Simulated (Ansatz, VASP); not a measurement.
# Na: VASP beside Ansatz

```
CELL_PARAMETERS angstrom
-2.13853 2.13853 2.13853
2.13853 -2.13853 2.13853
2.13853 2.13853 -2.13853
ATOMIC_POSITIONS crystal
Na 0.00000 0.00000 0.00000
```

Change from the starting cell: volume scaled by 1.05, PAW files.

Alike in both runs: task electric field gradients; functional PBEsol; k mesh 12 × 12 × 12; occupations fermi-dirac, width 0.05 eV; no spin polarisation.

```csv
,VASP,Ansatz
version,VASP 6.6.1,Ansatz 0.2.0
potentials or method,"VASP PAW PBE potentials, release 64 (Na_pv)","PAW with Ansatz's default frozen-core files, scalar-relativistic"
plane-wave cutoff (eV),400,420
valence electrons in the cell,7,9
```

|  | VASP | Ansatz | Ansatz less VASP |
| --- | --- | --- | --- |
| pressure (GPa) | -0.7 | -0.5 | +0.19 |

VASP's potentials were made for PBE, not for PBEsol. VASP's potentials hold 7 valence electrons a cell and Ansatz's 9, so a difference there can come from the potentials and not from the codes.
